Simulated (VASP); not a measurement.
Input of a VASP 6.6.1 run:

The input INCAR:

```
SYSTEM = GaP
ALGO = Normal ; EDIFF = 1E-7
EDIFFG = -0.002 ; ENCUT = 600
GGA = PS ; IBRION = 2
ISIF = 3 ; ISMEAR = 0
LASPH = .TRUE. ; LCHARG = .FALSE.
LREAL = .FALSE. ; LWAVE = .FALSE.
NELM = 60 ; NSW = 100
PREC = Accurate ; PSTRESS = 70.0
SIGMA = 0.01
```

The input KPOINTS:

```
k-points
0
G
  8 8 8
  0 0 0
```

File POSCAR:

```
GaP
1.0
    0.0000000000      2.7192748328      2.7192748328
    2.7192748328      0.0000000000      2.7192748328
    2.7192748328      2.7192748328      0.0000000000
Ga P
1 1
Direct
    0.0000000000      0.0000000000      0.0000000000
    0.7500000000      0.7500000000      0.7500000000
```

Potentials or basis: VASP PAW PBE potentials, release 64 (Ga_d, P).

Launch:

```console
$ cat potpaw_PBE.64/Ga_d/POTCAR potpaw_PBE.64/P/POTCAR > POTCAR
$ mpirun -np 1 vasp_std > vasp.out
```

(1) Estimate the space group after relaxing (to 0.1 Å).

(2) Estimate the relaxed volume.

## Answers

(1) F-43m (No. 216).

(2) 18.72 Å³/atom.

Caveat: the cell is relaxed towards a set pressure, so the run minimises the enthalpy, not the energy; the PAW data sets were made with another functional, which shifts forces and pressure a little.
